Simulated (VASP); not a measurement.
# SrCl2 (P-3m1) in VASP: notebook

SrCl2 is run at these levels: LDA, r2SCAN, PBE; tasks: single point.

All numbers are computed with VASP 6.6.1; they aren't measurements. Logs are shortened: lines on timing, memory, paths and dates and some standing lists are left out, and cuts for length are marked.

### Step 1. The cell of the first run

The structure is trigonal, space group P-3m1 (No. 164). Conventional cell: a = 4.407 Å, b = 4.407 Å, c = 5.596 Å, α = 90.00°, β = 90.00°, γ = 120.00°. Within 3.8 Å of Sr (site symmetry -3m) lie 6 Cl at 2.90 Å. Within 3.8 Å of Cl (site symmetry 3m) lie 3 Sr at 2.90 Å and 6 Cl at 3.77 to 3.79 Å.

### Step 2. Single point, LDA

Contents of INCAR:

```
SYSTEM = SrCl2
ALGO     = Normal         ! electronic algorithm
EDIFF    = 1E-6           ! SCF threshold, eV
ENCUT    = 520            ! plane-wave cutoff, eV
ISIF     = 2              ! what is computed and relaxed
ISMEAR   = 0              ! smearing method
LASPH    = .TRUE.         ! aspherical terms in the spheres
LCHARG   = .FALSE.        ! write CHGCAR
LREAL    = .FALSE.        ! projectors in reciprocal space
LWAVE    = .FALSE.        ! write WAVECAR
NBANDS   = 19             ! bands
NELM     = 100            ! most SCF steps
PREC     = Accurate       ! precision mode
SIGMA    = 0.01           ! smearing width, eV
```

Contents of KPOINTS:

```
k-points
0
G
  6 6 2
  0 0 0
```

Contents of POSCAR:

```
SrCl2
1.0
    4.4072489239      0.0000000000      0.0000000000
   -2.2036244619      3.8167895289      0.0000000000
    0.0000000000      0.0000000000      5.5960649219
Sr Cl
1 2
Direct
    0.0000000000      0.0000000000      0.0000000000
    0.3333333333      0.6666666667      0.2486950223
    0.6666666667      0.3333333333      0.7513049777
```

Potentials or basis: VASP PAW LDA potentials, release 64 (Sr_sv, Cl).

The run is started by

```console
$ cat potpaw_LDA.64/Sr_sv/POTCAR potpaw_LDA.64/Cl/POTCAR > POTCAR
$ mpirun -np 1 vasp_std > vasp.out
```

OUTCAR:

```text
SYSTEM = SrCl2
   EDIFF = 1E-6
   ENCUT = 520
   ISIF = 2
   ISMEAR = 0
   LASPH = .TRUE.
   LREAL = .FALSE.
   NELM = 100
   PREC = Accurate

 ion  position               nearest neighbor table
   1  0.000  0.000  0.000-   2 2.90   3 2.90   2 2.90   3 2.90   3 2.90   2 2.90
   2  0.333  0.667  0.249-   1 2.90   1 2.90   1 2.90
   3  0.667  0.333  0.751-   1 2.90   1 2.90   1 2.90

  LATTYP: Found a hexagonal cell.
 ALAT       =     4.4072489239
 C/A-ratio  =     1.2697410604

  Lattice vectors:

 A1 = (   4.4072489239,   0.0000000000,   0.0000000000)
 A2 = (  -2.2036244619,   3.8167895289,   0.0000000000)
 A3 = (   0.0000000000,   0.0000000000,   5.5960649219)

Analysis of symmetry for initial positions (statically):
=====================================================================
 Subroutine PRICEL returns:
 Original cell was already a primitive cell.

 Routine SETGRP: Setting up the symmetry group for a
 hexagonal supercell.

 Subroutine GETGRP returns: Found 12 space group operations
 (whereof 12 operations were pure point group operations)
 out of a pool of 24 trial point group operations.

The static configuration has the point symmetry D_3d.

Analysis of symmetry for dynamics (positions and initial velocities):
=====================================================================
 Subroutine PRICEL returns:
 Original cell was already a primitive cell.

 Routine SETGRP: Setting up the symmetry group for a
 hexagonal supercell.

 Subroutine GETGRP returns: Found 12 space group operations
 (whereof 12 operations were pure point group operations)
 out of a pool of 24 trial point group operations.

The dynamic configuration has the point symmetry D_3d.

 Subroutine INISYM returns: Found 12 space group operations
 (whereof 12 operations are pure point group operations),
 and found     1 'primitive' translations

----------------------------------------------------------------------------------------

                                     Primitive cell

  volume of cell :      94.1344

  direct lattice vectors                    reciprocal lattice vectors
     4.407248924  0.000000000  0.000000000     0.226898915  0.131000150  0.000000000
    -2.203624462  3.816789529  0.000000000     0.000000000  0.262000300  0.000000000
[... 72 lines left out ...]
   LSORBIT =      F    spin-orbit coupling
   LASPH  =      T    aspherical Exc in radial PAW
   ENCUT  =  520.0 eV  38.22 Ry    6.18 a.u.   8.19  8.19 10.40*2*pi/ulx,y,z
   NELM   =    100;   NELMIN=  2; NELMDL= -5     # of ELM steps
   EDIFF  = 0.1E-05   stopping-criterion for ELM
   LREAL  =      F    real-space projection
   EDIFFG = 0.1E-04   stopping-criterion for IOM
   NSW    =      0    number of steps for IOM
   IBRION =     -1    ionic relax: 0-MD 1-quasi-New 2-CG
   NFREE  =      0    steps in history (QN), initial steepest desc. (CG)
   ISIF   =      2    stress and relaxation
   ISYM   =      2    0-nonsym 1-usesym 2-fastsym
   POTIM  = 0.5000    time-step for ionic-motion
   TEBEG  =    0.0;   TEEND  =   0.0 temperature during run
   PSTRESS=    0.0 pullay stress
   NELECT =      24.0000    total number of electrons
   NUPDOWN=      -1.0000    fix difference up-down
   EMIN   =  10.00;   EMAX   =-10.00  energy-range for DOS
   EFERMI =   0.00;   METHOD = LEGACY
   ISMEAR =     0;   SIGMA  =   0.01  broadening in eV -4-tet -1-fermi 0-gaus
   EFERMI_NEDOS =   21; number of points for ismear=-14 and -15
   IALGO  =     38    algorithm
   IMIX   =      4    mixing-type and parameters
     AMIX     =   0.40;   BMIX     =  1.00
     AMIX_MAG =   1.60;   BMIX_MAG =  1.00
  volume/ion in A,a.u.               =      31.38       211.75
  Fermi-wavevector in a.u.,A,eV,Ry     =   1.038076  1.961679 14.661657  1.077601
  Thomas-Fermi vector in A             =   2.172543
   LORBIT       =      0    0 simple, 1 ext, 2 COOP (PROOUT), +10 PAW based schemes
   GGA     = CA    functional components
   LHFCALC =     F    Hartree Fock is set to
   AEXX    =    0.0000 exact exchange contribution
   IVDW    =     0    specifies the selected vdW correction
   LEPSILON=     F    determine dielectric tensor
   LRPA    =     F    only Hartree local field effects (RPA)
 non-spin polarized calculation
 Gauss-broadening in eV      SIGMA  =   0.01
  energy-cutoff  :      520.00
  volume of cell :       94.13
 maximum number of plane-waves:      2570
 NGX is ok and might be reduce to    36
   NGX = 17   NGY = 17   NGZ = 21

 number of electron      23.9999998 magnetization

 Free energy of the ion-electron system (eV)
  ---------------------------------------------------
  ext. energy  EPLUGINS =         0.00000000
  ---------------------------------------------------
  free energy    TOTEN  =       -13.70513519 eV

  energy without entropy =      -13.70513519  energy(sigma->0) =      -13.70513519

 E-fermi :  -0.7935     XC(G=0):  -8.3218

 val. band max:       -0.9431721883   @ k =   0.0000   0.0000   0.0000
 cond. band min:       3.7712853616   @ k =   0.0000   0.0000   0.0000
 fundamental gap:      4.7144575499
 Fermi energy:        -0.7935406442

 k-point     1 :       0.0000    0.0000    0.0000
  band No.  band energies     occupation
      1     -33.4255      2.00000
      2     -15.8033      2.00000
      3     -15.5103      2.00000
      4     -15.5103      2.00000
      5     -13.7920      2.00000
      6     -13.0494      2.00000
[... 285 lines left out ...]
      6     -13.2493      2.00000
[... 11 lines left out ...]
     18       7.6563      0.00000
     19       8.7012      0.00000

------------------------ aborting loop because EDIFF is reached ----------------------------------------

  FORCE on cell =-STRESS in cart. coord.  units (eV):
  Direction    XX          YY          ZZ          XY          YZ          ZX
  --------------------------------------------------------------------------------------
  -------------------------------------------------------------------------------------
  Total       -1.2104495     -1.2104495     -0.8486974     -0.0000000      0.0000000     -0.0000000
  in kB      -20.6019691    -20.6019691    -14.4449120     -0.0000000      0.0000000     -0.0000000
  external PRESSURE =     -18.5496167 kB  Pullay stress =       0.0000000 kB

 VOLUME and BASIS-vectors are now :
 -----------------------------------------------------------------------------
  energy-cutoff  :      520.00
  volume of cell :       94.13
      direct lattice vectors                 reciprocal lattice vectors
     4.407248924  0.000000000  0.000000000     0.226898915  0.131000150  0.000000000
    -2.203624462  3.816789529  0.000000000     0.000000000  0.262000300  0.000000000
     0.000000000  0.000000000  5.596064922     0.000000000  0.000000000  0.178696998

 POSITION                                       TOTAL-FORCE (eV/Angst)
 -----------------------------------------------------------------------------------
      0.00000      0.00000      0.00000        -0.000000      0.000000     -0.000000
     -0.00000      2.54453      1.39171         0.000000      0.000000     -0.198931
      2.20362      1.27226      4.20435         0.000000     -0.000000      0.198931
 -----------------------------------------------------------------------------------
    total drift:                               -0.000000     -0.000000     -0.000000

  FREE ENERGIE OF THE ION-ELECTRON SYSTEM (eV)
  ---------------------------------------------------
  free  energy   TOTEN  =       -13.7051351943 eV

  energy  without entropy=      -13.7051351943  energy(sigma->0) =      -13.70513519
```

Run time: 11 s. Hardware: 1 thread of Intel Xeon 6975P-C (Granite Rapids), shared host; peak memory 0.19 GiB.

Results:

| Quantity | Value |
| --- | --- |
| Free energy | -13.7051 eV |
| Pressure | -1.9 GPa |
| Largest force | 0.199 eV/Å |
| Band gap on the k mesh | 4.71 eV, direct |

Forces on the atoms (eV/Å):
```
Sr   0.000  0.000  0.000
Cl   0.000  0.000 -0.199
Cl   0.000  0.000  0.199
```

Levels at points of the mesh, in eV from the valence-band top:
| k point | band 8 | band 9 | band 10 | band 11 | band 12 | band 13 | band 14 | band 15 | band 16 | band 17 |
| --- | --- | --- | --- | --- | --- | --- | --- | --- | --- | --- |
| (0.00, 0.00, 0.00) | -1.49 | -1.49 | -0.46 | -0.46 | 0.00 | 4.71 | 6.45 | 6.45 | 7.18 | 7.21 |
| (0.50, 0.00, 0.00) | -1.08 | -1.00 | -1.00 | -0.97 | -0.84 | 5.15 | 6.71 | 7.71 | 7.94 | 8.49 |
| (0.00, 0.00, 0.50) | -1.36 | -1.36 | -1.00 | -0.64 | -0.64 | 6.18 | 6.18 | 6.25 | 6.83 | 7.61 |
| (0.50, 0.00, 0.50) | -1.63 | -1.27 | -0.77 | -0.59 | -0.30 | 5.86 | 7.28 | 7.42 | 7.82 | 8.06 |

Caveat: the k points lie up to 0.56 Å⁻¹ apart.

### Step 3. Single point, r2SCAN

POSCAR is that of step 2.

Contents of INCAR.step1:

```
SYSTEM = SrCl2
  ALGO = Normal
  EDIFF = 1E-4
  ENCUT = 520
  GGA = PE
  ISMEAR = 0
  LASPH = .TRUE.
  LCHARG = .FALSE.
  LREAL = .FALSE.
  LWAVE = .TRUE.
  NBANDS = 19
  NELM = 100
  PREC = Accurate
  SIGMA = 0.01
```

Contents of INCAR.step2:

```
SYSTEM = SrCl2
  ALGO = Normal
  EDIFF = 1E-6
  ENCUT = 520
  ISIF = 2
  ISMEAR = 0
  ISTART = 1
  LASPH = .TRUE.
  LCHARG = .FALSE.
  LMIXTAU = .TRUE.
  LREAL = .FALSE.
  LWAVE = .FALSE.
  METAGGA = R2SCAN
  NBANDS = 19
  NELM = 100
  PREC = Accurate
  SIGMA = 0.01
```

KPOINTS is that of step 2.

Potentials or basis: VASP PAW PBE potentials, release 64 (Sr_sv, Cl).

The run is started by

```console
$ cat potpaw_PBE.64/Sr_sv/POTCAR potpaw_PBE.64/Cl/POTCAR > POTCAR
$ cp INCAR.step1 INCAR
$ mpirun -np 1 vasp_std > vasp.out
$ cp INCAR.step2 INCAR
$ mpirun -np 1 vasp_std > vasp.out
```

It took 48 s on 1 thread of Intel Xeon 6975P-C (Granite Rapids), shared host; peak memory 0.23 GiB.

Results (log left out):

- Free energy: -35.4325 eV
- Pressure: 0.7 GPa
- Largest force: 0.014 eV/Å
- Band gap on the k mesh: 5.79 eV, direct

Forces in eV/Å, atoms in the order of the input:
```
Sr   0.000  0.000  0.000
Cl   0.000  0.000  0.014
Cl   0.000  0.000 -0.014
```

Levels at points of the mesh, in eV from the valence-band top:
```tsv
k point	band 8	band 9	band 10	band 11	band 12	band 13	band 14	band 15	band 16	band 17
(0.00, 0.00, 0.00)	-1.46	-1.46	-0.47	-0.47	0.00	5.79	7.31	7.31	8.06	8.10
(0.50, 0.00, 0.00)	-1.08	-0.99	-0.98	-0.95	-0.80	5.98	7.56	8.71	8.82	9.49
(0.00, 0.00, 0.50)	-1.33	-1.28	-0.95	-0.65	-0.65	7.04	7.04	7.29	7.78	8.57
(0.50, 0.00, 0.50)	-1.61	-1.25	-0.78	-0.56	-0.30	6.72	8.21	8.32	8.70	9.10
```

Caveat: the k points lie up to 0.56 Å⁻¹ apart; the PAW data sets were made with another functional, which shifts forces and pressure a little.

### Step 4. Single point, PBE

Contents of INCAR:

```
SYSTEM = SrCl2
PREC = Accurate
ENCUT = 520
EDIFF = 1E-6
ISMEAR = 0
SIGMA = 0.01
LREAL = .False.
LASPH = .True.
NELM = 100
ALGO = Normal
ISIF = 2
LWAVE = .False.
LCHARG = .True.
GGA = PE
LELF = .True.
LVHAR = .True.
NBANDS = 19
```

Contents of KPOINTS:

```
regular mesh
0
Gamma
  6 6 4
  0 0 0
```

POSCAR is that of step 3.

The run is started by

```console
$ cat potpaw_PBE.64/Sr_sv/POTCAR potpaw_PBE.64/Cl/POTCAR > POTCAR
$ mpirun -np 1 vasp_std > vasp.out
```

It took 19 s on 1 thread of Intel Xeon 6975P-C (Granite Rapids), shared host; peak memory 0.23 GiB.

Results (log left out):

```
Free energy            : -12.5994 eV
Pressure               : 1.3 GPa
Largest force          : 0.024 eV/Å
Band gap on the k mesh : 5.16 eV, direct
```

Forces on the atoms (eV/Å):
```
Sr   0.000  0.000  0.000
Cl   0.000  0.000  0.024
Cl   0.000  0.000 -0.024
```

Levels at points of the mesh, in eV from the valence-band top:
```csv
k point,band 8,band 9,band 10,band 11,band 12,band 13,band 14,band 15,band 16,band 17
"(0.00, 0.00, 0.00)",-1.45,-1.45,-0.45,-0.45,0.00,5.16,6.69,6.69,7.41,7.60
"(0.50, 0.00, 0.00)",-1.05,-0.97,-0.96,-0.94,-0.80,5.46,7.00,8.09,8.15,8.69
"(0.00, 0.00, 0.50)",-1.32,-1.30,-0.94,-0.63,-0.63,6.43,6.43,6.62,7.24,7.85
"(0.50, 0.00, 0.50)",-1.57,-1.23,-0.76,-0.57,-0.29,6.14,7.53,7.82,8.03,8.31
```

A k mesh can miss the band edges.

### Step 5. Overview

| level | potentials or basis | k mesh | gap on the mesh (eV) | pressure (GPa) | largest force (eV/Å) |
| --- | --- | --- | --- | --- | --- |
| LDA | VASP PAW LDA potentials, release 64 (Sr_sv, Cl) | 6 × 6 × 2 | 4.71 | -1.9 | 0.20 |
| r2SCAN | VASP PAW PBE potentials, release 64 (Sr_sv, Cl) | 6 × 6 × 2 | 5.79 | 0.7 | 0.01 |
| PBE | VASP PAW PBE potentials, release 64 (Sr_sv, Cl) | 6 × 6 × 4 | 5.16 | 1.3 | 0.02 |

Alike in all rows: task single point; no spin polarisation; cell as given; cutoff (eV) 520; smearing gaussian 0.01 eV.

Caveats: some runs use coarse meshes; the PAW data sets were made with another functional, which shifts forces and pressure a little (some runs).

Total energies depend on the potentials used, so only differences within one code and one set of settings carry meaning.
